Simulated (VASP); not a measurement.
# Al: single point with PBE+D3(BJ)

The system is Al.

```
CELL_PARAMETERS angstrom
2.87125 0.00000 0.00000
-1.43563 2.48658 0.00000
0.00000 0.00000 8.70133
ATOMIC_POSITIONS crystal
Al 0.00000 0.00000 0.00000
Al 0.33333 0.66667 0.25000
Al 0.00000 0.00000 0.50000
Al 0.66667 0.33333 0.75000
```

This isn't the form of Al at room conditions, which is fcc.

| Property | Result |
| --- | --- |
| Program | VASP 6.6.1 |
| Task | single point |
| Functional | PBE |
| Dispersion | D3(BJ) |
| Potentials or basis | VASP PAW PBE potentials, release 64 (Al) |
| Cutoff | 520 eV |
| k mesh | 18 × 18 × 6 |
| Occupations | gaussian, width 0.15 eV |
| Spin | no spin polarisation |
| Dipole correction | no |
| Further INCAR settings | ALGO = Fast; EDIFF = 1e-06; NBANDS = 14 |

```
Pressure                   : 2.5 GPa
Band gap on the k mesh     : zero (bands 6 and 7 overlap by 6.95 eV)
Dispersion energy per atom : -0.358 eV
```

Stress tensor (GPa, compression positive):
```
0.19 0.00 0.00
0.00 0.19 0.00
0.00 0.00 7.18
```

Levels at points of the mesh, in eV from the Fermi level:
| k point | band 4 | band 5 | band 6 | band 7 | band 8 | band 9 |
| --- | --- | --- | --- | --- | --- | --- |
| (0.00, 0.00, 0.00) | -4.38 | -3.51 | 5.04 | 5.08 | 9.93 | 9.93 |
| (0.50, 0.00, 0.00) | -4.12 | -3.58 | -3.45 | 0.93 | 1.39 | 2.12 |
| (0.00, 0.00, 0.50) | -7.25 | 0.20 | 0.20 | 10.29 | 10.29 | 10.29 |
| (0.50, 0.00, 0.50) | -5.19 | -1.87 | -1.87 | -1.14 | -1.14 | 5.15 |

Run time: 50 s on 1 thread of Intel(R) Xeon(R) 6975P-C (Granite Rapids) (shared host), peak memory 0.26 GiB.
